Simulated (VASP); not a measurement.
Input of a VASP 6.6.1 run:

INCAR

```
SYSTEM = AlN
  PREC = Accurate
  ENCUT = 520
  EDIFF = 1E-6
  ISMEAR = 0
  SIGMA = 0.01
  LREAL = .FALSE.
  LASPH = .TRUE.
  NELM = 80
  ALGO = Normal
  ISIF = 2
  LWAVE = .FALSE.
  LCHARG = .TRUE.
  GGA = PE
  LELF = .TRUE.
  LVHAR = .TRUE.
  NBANDS = 16
```

File KPOINTS:

```
Automatic mesh
0
G
  6 6 2
  0 0 0
```

POSCAR

```
AlN
1.0
    3.0540279214      0.0000000000      0.0000000000
   -1.5270139607      2.6448657638      0.0000000000
    0.0000000000      0.0000000000      4.8941906431
Al N
2 2
Direct
    0.6666666667      0.3333333333      0.4992046637
    0.3333333333      0.6666666667      0.9992046637
    0.6666666667      0.3333333333      0.8807953363
    0.3333333333      0.6666666667      0.3807953363
```

Potentials or basis: VASP PAW PBE potentials, release 64 (Al, N).

Run with:

```sh
$ cat potpaw_PBE.64/Al/POTCAR potpaw_PBE.64/N/POTCAR > POTCAR
$ mpirun -np 1 vasp_std > vasp.out
```

Q: Predict the largest force.

A: 0.033 eV/Å.

Q: Estimate the band gap on the k mesh.

A: 4.70 eV, direct.

Q: What does it give for the pressure?

A: 16.4 GPa.

Stress tensor (GPa, compression positive):
```
16.66  0.00  0.00
 0.00 16.66  0.00
 0.00  0.00 15.75
```

Caveat: the k points lie up to 0.64 Å⁻¹ apart. A k mesh can miss the band edges.
